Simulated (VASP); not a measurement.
Input of a VASP 6.6.1 run:

INCAR

```
PREC = Accurate
ENCUT = 520
EDIFF = 1E-8
ISMEAR = -1
SIGMA = 0.01
LREAL = Auto
LASPH = True
NELM = 200
ALGO = Normal
ISIF = 2
LWAVE = False
LCHARG = False
ISPIN = 2
MAGMOM = 0 0 0 0 0 0 0 0 0 0 0 0 0 0 0 0.03 0.08 0 0 0.02 0.09 0.03 0 0 0.09 0.04 0 0 0 0.04 0.01 0 0.43
LORBIT = 11
NUPDOWN = 1.0
GGA = PE
LEFG = True
NELECT = 129.0
NBANDS = 90
GGA_COMPAT = False
ISYM = -1
KPAR = 1
```

File KPOINTS:

```
explicit points
4
Reciprocal
  0.25000000   0.25000000   0.25000000 2
  0.25000000   0.25000000   0.75000000 2
  0.25000000   0.75000000   0.25000000 2
  0.25000000   0.75000000   0.75000000 2
```

The input POSCAR:

```
BeAl15HN16
1.0
    6.2595139128      0.0000000578      0.0000000000
   -3.1297570064      5.4208980350      0.0000000000
    0.0000000000      0.0000000000     10.0348065929
Al Be N H
15 1 16 1
Direct
    0.3325390676      0.1683729846      0.2569657944
    0.3299243013      0.1710459785      0.7470723124
    0.1650445732      0.3358993095      1.0018462426
    0.3319093499      0.6692963003      0.2567052267
    0.1655558387      0.8362892221      0.5010642040
    0.3295589138      0.6641853213      0.7468855355
    0.1657412414      0.8364070713      1.0000030898
    0.8316912387      0.1691156652      0.2567415083
    0.6645900594      0.3353729230      0.5010549319
    0.8367192111      0.1713449228      0.7468551005
    0.6645469593      0.3351819804      0.9999756037
    0.8318185308      0.6691751152      0.2509152388
    0.6644219617      0.8365424574      0.5011473567
    0.8318810707      0.6689900740      0.7502230302
    0.6646511043      0.8362877667      1.0001039250
    0.1668685813      0.3339623874      0.5075366305
    0.3240051496      0.1767852403      0.4469145744
    0.1666544748      0.3342848172      0.1908621632
    0.3303002647      0.1706161568      0.9391253071
    0.1666553887      0.3342277644      0.6865832358
    0.3226125144      0.6564903744      0.4468899391
    0.1632507973      0.8327721049      0.1888583566
    0.3301873193      0.6698344301      0.9391055267
    0.1656684599      0.8340488583      0.6916300351
    0.8445044811      0.1784194768      0.4469421353
    0.6680317207      0.3376405804      0.1888547865
    0.8310517349      0.1706402881      0.9390869830
    0.6668550589      0.3351878083      0.6916136339
    0.8302183515      0.6706782934      0.4405740723
    0.6677902623      0.8333100859      0.1891241914
    0.8304934088      0.6703380396      0.9398988424
    0.6666990001      0.8341204220      0.6915806783
    0.5013453543     -0.0001728643      0.3452565642
```

Potentials or basis: VASP PAW PBE potentials, release 64 (Al, Be, N, H).

The run is started by

```bash
$ cat potpaw_PBE.64/Al/POTCAR potpaw_PBE.64/Be/POTCAR potpaw_PBE.64/N/POTCAR potpaw_PBE.64/H/POTCAR > POTCAR
$ mpirun -np 4 vasp_std > vasp.out
```

Q: Estimate the largest force.

A: 0.354 eV/Å.

Forces in eV/Å, atoms in the order of the input:
```
Al   0.104 -0.062 -0.127
Al   0.145 -0.088 -0.083
Al  -0.128  0.071 -0.087
Al   0.105 -0.062 -0.087
Al  -0.126  0.040 -0.081
Al   0.128 -0.068 -0.099
Al  -0.138  0.047 -0.092
Al   0.104 -0.059 -0.091
Al  -0.102  0.086 -0.080
Al   0.125 -0.083 -0.096
Al  -0.112  0.090 -0.086
Al   0.142 -0.089 -0.116
Al  -0.161  0.091 -0.124
Al   0.143 -0.083 -0.087
Al  -0.123  0.067 -0.094
Be  -0.169  0.101 -0.117
N    0.232 -0.129  0.122
N   -0.171  0.100  0.086
N    0.192 -0.110  0.083
N   -0.199  0.118  0.136
N    0.317  0.094  0.119
N   -0.172  0.099  0.144
N    0.201 -0.102  0.084
N   -0.202  0.116  0.089
N    0.078 -0.326  0.115
N   -0.163  0.107  0.144
N    0.190 -0.114  0.083
N   -0.204  0.122  0.090
N    0.183 -0.104  0.088
N   -0.163  0.090  0.069
N    0.182 -0.099  0.060
N   -0.199  0.119  0.081
H   -0.042  0.022 -0.046
```

Caveat: the cell carries a net charge on a neutralising background, which shifts energy and pressure; without QUAD_EFG the Cq values of the log hold for a quadrupole moment of 1 mb, not for the nuclei; the total moment is fixed, so each spin has its own Fermi level and the state may be an excited one.
